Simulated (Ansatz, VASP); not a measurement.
# Sb in VASP and in Ansatz

```
Sb
1.0
     2.10670    1.21630    3.66757
    -2.10670    1.21630    3.66757
     0.00000   -2.43261    3.66757
Sb
2
Direct
  0.23364 0.23364 0.23364
  0.76636 0.76636 0.76636
```

Change from the starting cell: volume scaled by 0.94, PAW files.

Alike in both runs: task electric field gradients; functional LDA; k mesh 12 × 12 × 12; occupations fermi-dirac, width 0.03 eV; no spin polarisation.

|  | VASP | Ansatz |
| --- | --- | --- |
| version | VASP 6.6.1 | Ansatz 0.2.0 |
| potentials or method | VASP PAW LDA potentials, release 64 (Sb_d_GW) | PAW with Ansatz's default frozen-core files, scalar-relativistic |
| plane-wave cutoff (eV) | 400 | 420 |
| valence electrons in the cell | 30 | 30 |

|  | VASP | Ansatz | Ansatz less VASP |
| --- | --- | --- | --- |
| rms of the force components (eV/Å) | 0.240 | 0.232 | -0.0082 |
| size of Vzz on the site where it differs most (V/Å²) | 45.5 | 46.6 | +1.02 |

LDA's correlation is that of Perdew and Zunger in VASP and of Perdew and Wang (1992) in Ansatz. Atom by atom the forces differ by 0.008 eV/Å (rms over components).

Spin-orbit coupling is off throughout.
